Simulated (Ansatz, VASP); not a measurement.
# SiO2 in VASP and in Ansatz

```xyz
6
Lattice="4.0178 0.0000 0.0000 0.0000 4.0178 0.0000 0.0000 0.0000 2.7314" Properties=species:S:1:pos:R:3 pbc="T T T"
Si    0.0000    0.0000    0.0000
Si    2.0089    2.0089    1.3657
O     1.2182    1.2182    0.0000
O     0.7907    3.2271    1.3657
O     3.2271    0.7907    1.3657
O     2.7995    2.7995    0.0000
```

Change from the starting cell: epitaxial_xy strain -4.0%.

Alike in both runs: task single point; functional PBE; k mesh 6 × 6 × 10; occupations fermi-dirac, width 0.02 eV; no spin polarisation.

|  | VASP | Ansatz |
| --- | --- | --- |
| version | VASP 6.6.1 | Ansatz 0.2.0 |
| potentials or method | VASP PAW PBE potentials, release 64 (Si, O) | plane waves, PAW |
| plane-wave cutoff (eV) | 520 | 420 |
| valence electrons in the cell | 32 | 32 |

```csv
,VASP,Ansatz,Ansatz less VASP
gap on the k mesh at the Fermi level (eV),6.09,6.12,+0.025
pressure (GPa),28.7,28.5,-0.24
"traceless stress, the component that is largest in VASP (GPa)",-16.92,-17.11,-0.196
rms of the force components (eV/Å),0.003,0.006,+0.0029
```

Atom by atom the forces differ by 0.003 eV/Å (rms over components). Both programs put the cell under a high pressure, so it lies far from rest at this level.
